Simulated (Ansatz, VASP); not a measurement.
CaO: VASP beside Ansatz

```
Ca O
1.0
     2.40650    2.40650    0.00000
    -2.40650    2.40650    0.00000
     0.00000    2.40650    2.40650
Ca O
1 1
Direct
  0.00000 0.00000 0.00000
  0.50000 0.50000 0.00000
```

Alike in both runs: task relaxation of cell and atoms; functional LDA; k mesh 12 × 12 × 12; occupations fermi-dirac, width 0.1 eV; no spin polarisation.

|  | VASP | Ansatz |
| --- | --- | --- |
| version | VASP 6.6.1 | Ansatz 0.2.0 |
| potentials or method | VASP PAW LDA potentials, release 64 (Ca_sv, O) | PAW with Ansatz's default frozen-core files, scalar-relativistic |
| plane-wave cutoff (eV) | 600 | 420 |
| valence electrons in the cell | 16 | 16 |

|  | VASP | Ansatz | Ansatz less VASP |
| --- | --- | --- | --- |
| relaxed volume (Å³/atom) | 13.12 | 13.04 | -0.080 |
| relaxed cell length with the largest relative difference (Å) | 3.336 | 3.329 | -0.0068 |

LDA's correlation is that of Perdew and Zunger in VASP and of Perdew and Wang (1992) in Ansatz.
